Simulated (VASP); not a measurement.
# MnS: single point with PBE

Crystal: MnS.

```
Mn S
1.0
     0.00000    2.47346    2.47346
     2.47346    0.00000    2.47346
     2.47346    2.47346    0.00000
Mn S
1 1
Direct
  0.00000 0.00000 0.00000
  0.75000 0.75000 0.75000
```

```json
{
 "Program": "VASP 6.6.1",
 "Task": "single point",
 "Functional": "PBE",
 "Potentials or basis": "VASP PAW PBE potentials, release 64 (Mn_pv, S)",
 "Cutoff": "520 eV",
 "k mesh": "8 × 8 × 8",
 "Occupations": "fermi-dirac, width 0.05 eV",
 "Spin": "collinear spin, ferromagnetic start",
 "Starting moments": "[3.0, 0.0] μB",
 "Fixed moment": "3 μB"
}
```

```json
{
  "Pressure": "23.7 GPa",
  "Net moment": "3.00 μB per cell",
  "Site moments": "Mn +2.80; S -0.02 μB",
  "Valence electrons inside the program's atomic spheres": "Mn 11.96; S 3.82"
}
```

Run time: 28 s on 1 thread of Intel(R) Xeon(R) 6975P-C (Granite Rapids), with other jobs on the host, peak memory 0.18 GiB.

Caveat: the cell stands under pressure; the total moment is fixed, so each spin has its own Fermi level; a cell with one magnetic atom can't hold antiferromagnetic order, which such compounds often take.
